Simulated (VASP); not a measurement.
Wanted: the native input for a VASP 6.6.1 run.

- Task: single point
- Functional: PBE
- Potentials or basis: VASP PAW PBE potentials, release 64 (Sn_d, S)
- Cutoff: 500 eV
- k mesh: 6 × 6 × 4
- Occupations: gaussian, width 0.01 eV
- Spin: no spin polarisation
- Dipole correction: no
- Further INCAR settings: ALGO = Normal; EDIFF = 1e-06; NBANDS = 20

The structure of SnS2 lies in POSCAR:

```
SnS2
1.0
    3.7335614820      0.0000000000      0.0000000000
   -1.8667807410      3.2333627380      0.0000000000
    0.0000000000      0.0000000000      6.0204833131
Sn S
1 2
Direct
    0.0000000000      0.0000000000      0.0000000000
    0.3333333333      0.6666666667      0.2500000000
    0.6666666667      0.3333333333      0.7500000000
```

One way to write it, as run:

INCAR

```
  ALGO = Normal
  EDIFF = 1E-6
  ENCUT = 500
  GGA = PE
  GGA_COMPAT = F
  ISIF = 2
  ISMEAR = 0
  LASPH = T
  LCHARG = T
  LELF = T
  LREAL = F
  LVHAR = T
  LWAVE = F
  NBANDS = 20
  NELM = 120
  PREC = Accurate
  SIGMA = 0.01
```

KPOINTS

```
k-points
0
Gamma
  6 6 4
```

Potentials or basis: VASP PAW PBE potentials, release 64 (Sn_d, S).

Run with:

```bash
$ cat potpaw_PBE.64/Sn_d/POTCAR potpaw_PBE.64/S/POTCAR > POTCAR
$ mpirun -np 1 vasp_std > vasp.out
```

Results of the run:

- Pressure: -1.7 GPa
- Largest force: 0.442 eV/Å
- Band gap on the k mesh: 1.33 eV (least direct gap 1.57 eV)

Caveat: spin-orbit coupling is left out, which moves the levels of the heavy elements; this functional lacks dispersion, which binds layers or chains, so the pressure and a relaxed spacing across them are unreliable.

Wall time 59 s on 1 thread of Intel Xeon 8259CL (shared host), peak memory 0.16 GiB.
